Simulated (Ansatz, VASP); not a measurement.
**C in VASP and in Ansatz**

The input INCAR:

```
SYSTEM = C
  PREC = Accurate
  ENCUT = 600
  EDIFF = 1E-7
  ISMEAR = 0
  SIGMA = 0.2
  LREAL = .False.
  LASPH = .True.
  NELM = 100
  ALGO = Normal
  ISIF = 3
  LWAVE = .False.
  LCHARG = .False.
  GGA = PE
  IBRION = 2
  NSW = 80
  EDIFFG = -0.025
```

Contents of KPOINTS:

```
regular mesh
0
Gamma
  6 6 6
  0 0 0
```

POSCAR

```
C
1.0
   -2.4608086868      2.5091206569     -0.0144513989
    2.4952605536      2.5435725237      0.0667146919
    1.1612480193     -1.2990904665     -4.4959910019
C
8
Direct
    0.4186541111      0.4826398267      0.8355782605
    0.9048839877      0.0025436338      0.8122276749
    0.9195749889      0.2531791499      0.3316731538
    0.4099997017      0.7457591785      0.3376852539
    0.0871289738      0.0017251617      0.1709044849
    0.5816720006      0.5051071764      0.1745049206
    0.0867815944      0.2607513808      0.6721544331
    0.5913046418      0.7482944922      0.6652718183
```

Input for Ansatz:

```yaml
crystal:
  lattice:
    - [-2.4608086868, 2.5091206569, -0.0144513989]
    - [2.4952605536, 2.5435725237, 0.0667146919]
    - [1.1612480193, -1.2990904665, -4.4959910019]
  atoms:
    - { symbol: C, position: [0.4186541111, 0.4826398267, 0.8355782605] }
    - { symbol: C, position: [0.9048839877, 0.0025436338, 0.8122276749] }
    - { symbol: C, position: [0.9195749889, 0.2531791499, 0.3316731538] }
    - { symbol: C, position: [0.4099997017, 0.7457591785, 0.3376852539] }
    - { symbol: C, position: [0.0871289738, 0.0017251617, 0.1709044849] }
    - { symbol: C, position: [0.5816720006, 0.5051071764, 0.1745049206] }
    - { symbol: C, position: [0.0867815944, 0.2607513808, 0.6721544331] }
    - { symbol: C, position: [0.5913046418, 0.7482944922, 0.6652718183] }
basis:
  ecutwfc: 420
kpoints:
  mp_grid: { grid: [6, 6, 6] }
hamiltonian:
  xc: pbe
scf:
  occupations: { method: gaussian, width: 0.2 }
  lower_state_search: "off"
output:
  forces: true
  stress: true
  eigenvalues: true
relax:
  adjacent_minimum: "off"
  f_tol: 0.025
  max_steps: 60
  cell: { stress_tol: 0.25 }
```

Change from the starting cell: cell x2, atoms moved at random (sigma 0.05 Å) and cell strained at random (1.5 %), then relaxed without symmetry.

Alike in both runs: task relaxation of cell and atoms; functional PBE; k mesh 6 × 6 × 6; occupations gaussian, width 0.2 eV; no spin polarisation.

```csv
,VASP,Ansatz
version,VASP 6.6.1,Ansatz 0.2.0
potentials or method,"VASP PAW PBE potentials, release 64 (C), cutoff 600 eV","scalar-relativistic, plane waves, PAW"
valence electrons in the cell,32,32
```

Ansatz gave:

| Quantity | Value |
| --- | --- |
| gap on the k mesh at the Fermi level, each at its own relaxed structure (eV) | none |
| relaxed volume (Å³/atom) | 6.97 |
| relaxed length of the cell vector where the two differ most in proportion (Å) | 3.589 |

Q: Which values does VASP return?

A: gap on the k mesh at the Fermi level, each at its own relaxed structure (eV): none; relaxed volume (Å³/atom): 6.97; relaxed length of the cell vector where the two differ most in proportion (Å): 3.597.

A gap of «none» marks a metal or a gap that the smearing closes.
